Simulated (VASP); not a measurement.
# Pt (P6_3/mmc) in VASP: further runs, part 2 of 2

VASP 6.6.1. Earlier steps stand in the parts before.

**4. Single point, PBEsol+D4**

INCAR reads:

```
ALGO = Normal
EDIFF = 1E-6
ENCUT = 520
GGA = PS
ISIF = 2
ISMEAR = -1
IVDW = 13
LASPH = True
LCHARG = True
LELF = True
LREAL = False
LVHAR = True
LWAVE = False
NBANDS = 17
NELM = 60
PREC = Accurate
SIGMA = 0.1
```

KPOINTS reads:

```
k-points
0
Gamma
  5 5 3
```

POSCAR reads:

```
Pt
1.0
    2.7606660000      0.0000000000      0.0000000000
   -1.3803330000      2.3908068874      0.0000000000
    0.0000000000      0.0000000000      4.7921340000
Pt
2
Direct
    0.6666670000      0.3333330000      0.7500000000
    0.3333330000      0.6666670000      0.2500000000
```

Started as:

```sh
> cat potpaw_PBE.64/Pt/POTCAR > POTCAR
> mpirun -np 1 vasp_std > vasp.out
```

Wall time 6.1 s (1 thread of AMD EPYC 9R14 (Zen 4), shared host); peak memory 0.12 GiB.

Results (log left out):

| Property | Result |
| --- | --- |
| Free energy | -14.4298 eV |
| Pressure | -13.3 GPa |
| Band gap on the k mesh | zero (band 10 reaches 10.23 eV, above the bottom of band 11 at 9.69 eV) |
| Dispersion energy per atom | -0.432 eV |

Stress tensor (GPa, compression positive):
```
-10.86   0.00   0.00
  0.00 -10.86   0.00
  0.00   0.00 -18.16
```

Levels at points of the mesh, in eV from the Fermi level:
```
           k point  band 6  band 7  band 8  band 9  band 10  band 11  band 12  band 13  band 14  band 15
(0.00, 0.00, 0.00)   -3.06   -3.06   -1.80   -1.80    -0.77    -0.23    -0.23     4.64    15.10    15.67
```

Caveat: the k points lie up to 0.53 Å⁻¹ apart; the PAW data sets were made with another functional, which shifts forces and pressure a little; spin-orbit coupling is left out, which moves the levels of the heavy elements; pairwise dispersion overbinds metals, which lowers pressure and volume.

**5. Single point, PBEsol+D4**

INCAR reads:

```
ALGO     = Normal         # electronic algorithm
EDIFF    = 1E-6           # SCF threshold, eV
ENCUT    = 520            # plane-wave cutoff, eV
GGA      = PS             # functional
ISIF     = 2              # what is computed and relaxed
ISMEAR   = -1             # smearing method
IVDW     = 13             # dispersion correction
LASPH    = True           # aspherical terms in the spheres
LCHARG   = False          # write CHGCAR
LREAL    = False          # projectors in reciprocal space
LWAVE    = False          # write WAVECAR
NBANDS   = 17             # bands
NELM     = 100            # most SCF steps
PREC     = Accurate       # precision mode
SIGMA    = 0.1            # smearing width, eV
```

KPOINTS reads:

```
k-points
0
Gamma
  6 6 3
```

POSCAR is that of step 4.

Started as:

```sh
> cat potpaw_PBE.64/Pt/POTCAR > POTCAR
> mpirun -np 1 vasp_std > vasp.out
```

Run time: 6.2 s. Hardware: 1 thread of AMD EPYC 9R14 (Zen 4), shared host; peak memory 0.12 GiB.

The run converged. Its results:

```yaml
Free_energy: -14.8189 eV
Pressure: -16.1 GPa
Band_gap_on_the_k_mesh: zero (band 10 reaches 10.72 eV, above the bottom of band 11 at 9.71 eV)
Dispersion_energy_per_atom: -0.432 eV
```

Stress tensor (GPa, compression positive):
```
-15.36   0.00   0.00
  0.00 -15.36   0.00
  0.00   0.00 -17.48
```

Levels at points of the mesh, in eV from the Fermi level:
| k point | band 7 | band 8 | band 9 | band 10 | band 11 | band 12 | band 13 | band 14 | band 15 | band 16 |
| --- | --- | --- | --- | --- | --- | --- | --- | --- | --- | --- |
| (0.00, 0.00, 0.00) | -3.01 | -1.81 | -1.81 | -0.81 | -0.23 | -0.23 | 4.61 | 15.13 | 15.67 | 17.31 |
| (0.50, 0.00, 0.00) | -2.63 | 0.00 | 0.34 | 0.54 | 2.25 | 3.73 | 7.24 | 8.75 | 9.46 | 11.97 |

Caveat: the k points lie up to 0.44 Å⁻¹ apart; the PAW data sets were made with another functional, which shifts forces and pressure a little; spin-orbit coupling is left out, which moves the levels of the heavy elements; pairwise dispersion overbinds metals, which lowers pressure and volume.

**6. Single point, PBEsol+D4**

INCAR reads:

```
PREC     = Accurate       # precision mode
ENCUT    = 520            # plane-wave cutoff, eV
EDIFF    = 1E-6           # SCF threshold, eV
ISMEAR   = -1             # smearing method
SIGMA    = 0.1            # smearing width, eV
LREAL    = F              # projectors in reciprocal space
LASPH    = T              # aspherical terms in the spheres
NELM     = 60             # most SCF steps
ALGO     = Normal         # electronic algorithm
ISIF     = 2              # what is computed and relaxed
LWAVE    = F              # write WAVECAR
LCHARG   = F              # write CHGCAR
GGA      = PS             # functional
IVDW     = 13             # dispersion correction
NBANDS   = 17             # bands
```

KPOINTS reads:

```
regular mesh
0
Gamma
  8 8 4
```

POSCAR is that of step 5.

Potentials or basis: VASP PAW PBE potentials, release 64 (Pt).

Started as:

```sh
> cat potpaw_PBE.64/Pt/POTCAR > POTCAR
> mpirun -np 1 vasp_std > vasp.out
```

Wall time 10 s (1 thread of AMD EPYC 9R14 (Zen 4), shared host); peak memory 0.13 GiB.

It converged, with:

| Quantity | Value |
| --- | --- |
| Free energy | -14.6350 eV |
| Pressure | -14.5 GPa |
| Band gap on the k mesh | zero (band 10 reaches 10.69 eV, above the bottom of band 11 at 9.39 eV) |
| Dispersion energy per atom | -0.432 eV |

Stress tensor (GPa, compression positive):
```
-13.24   0.00   0.00
  0.00 -13.24   0.00
  0.00   0.00 -16.96
```

Levels at points of the mesh, in eV from the Fermi level:
| k point | band 8 | band 9 | band 10 | band 11 | band 12 | band 13 |
| --- | --- | --- | --- | --- | --- | --- |
| (0.00, 0.00, 0.00) | -1.78 | -1.78 | -0.77 | -0.20 | -0.20 | 4.64 |
| (0.50, 0.00, 0.00) | 0.02 | 0.32 | 0.52 | 2.26 | 3.73 | 7.23 |
| (0.00, 0.00, 0.50) | -3.38 | -0.77 | -0.77 | -0.77 | -0.77 | 11.87 |
| (0.50, 0.00, 0.50) | -0.85 | 0.44 | 0.44 | 1.68 | 1.68 | 6.43 |

Caveat: the PAW data sets were made with another functional, which shifts forces and pressure a little; spin-orbit coupling is left out, which moves the levels of the heavy elements; pairwise dispersion overbinds metals, which lowers pressure and volume.

**7. Overview**

```tsv
k mesh	gap on the mesh (eV)	pressure (GPa)
3 × 3 × 2	none	-7.6
4 × 4 × 2	none	-16.1
5 × 5 × 3	none	-13.3
6 × 6 × 3	none	-16.1
8 × 8 × 4	none	-14.5
```

Alike in all rows: task single point; level PBEsol+D4; potentials or basis VASP PAW PBE potentials, release 64 (Pt); no spin polarisation; cell as given; cutoff (eV) 520; smearing fermi-dirac 0.1 eV.

Caveats: some runs use coarse meshes; the PAW data sets were made with another functional, which shifts forces and pressure a little; spin-orbit coupling is left out, which moves the levels of the heavy elements; pairwise dispersion overbinds metals, which lowers pressure and volume.

Total energies depend on the potentials used, so only differences within one code and one set of settings carry meaning.
